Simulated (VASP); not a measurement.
Input of a VASP 6.6.1 run:

INCAR

```
PREC = Accurate ; ENCUT = 500
EDIFF = 1E-6 ; ISMEAR = 0
SIGMA = 0.1 ; LREAL = F
LASPH = T ; NELM = 120
ALGO = Normal ; ISIF = 2
LWAVE = F ; LCHARG = F
GGA = PS ; NBANDS = 15
GGA_COMPAT = F
```

File KPOINTS:

```
Automatic mesh
0
Gamma
  6 6 6
```

File POSCAR:

```
CaSe
1.0
    0.0000000000      3.2333460577      3.2333460577
    3.2333460577      0.0000000000      3.2333460577
    3.2333460577      3.2333460577      0.0000000000
Ca Se
1 1
Direct
    0.0000000000      0.0000000000      0.0000000000
    0.2500000000      0.2500000000      0.2500000000
```

Potentials or basis: VASP PAW PBE potentials, release 64 (Ca_sv, Se).

The run is started by

```console
$ cat potpaw_PBE.64/Ca_sv/POTCAR potpaw_PBE.64/Se/POTCAR > POTCAR
$ mpirun -np 1 vasp_std > vasp.out
```

(1) What does it give for the band gap on the k mesh?

(2) Estimate the pressure.

## Answers

(1) 3.18 eV (least direct gap 3.30 eV).

(2) 0.7 GPa.

Caveat: the PAW data sets were made with another functional, which shifts forces and pressure a little.
